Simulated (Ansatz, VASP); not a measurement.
One calculation of Ti, two programs

```
Ti
1.0
     4.57097    0.00000    0.00000
    -2.28549    3.95858    0.00000
     0.00000    0.00000    4.29610
Ti
4
Cartesian
  0.0000 0.0000 1.0740
  0.0000 0.0000 3.2221
  0.0000 2.6391 3.2221
  2.2855 1.3195 1.0740
```

Alike in both runs: functional r2SCAN; k mesh 6 × 6 × 4; occupations gaussian, width 0.1 eV; no spin polarisation.

Ansatz relaxed the structure, and its values are those at the end. VASP's run is a single point on that final structure, the one shown.

```csv
,VASP,Ansatz
version,VASP 6.6.1,Ansatz 0.2.0
potentials or method,"VASP PAW PBE potentials, release 64 (Ti_sv), cutoff 520 eV","scalar-relativistic, plane waves, PAW"
valence electrons in the cell,48,48
```

VASP gave:

| Quantity | Value |
| --- | --- |
| gap on the k mesh at the Fermi level (eV) | none |
| pressure (GPa) | 0.7 |

Problem. Estimate Ansatz's values.

Solution. gap on the k mesh at the Fermi level (eV): none; pressure (GPa): 0.2.

VASP's potentials were made for PBE, not for r2SCAN. A gap of «none» marks a metal or a gap that the smearing closes. The functional is the same, so the differences come from potentials, cutoffs and numerics.

The k mesh is coarse, so the values compare programs but aren't converged.
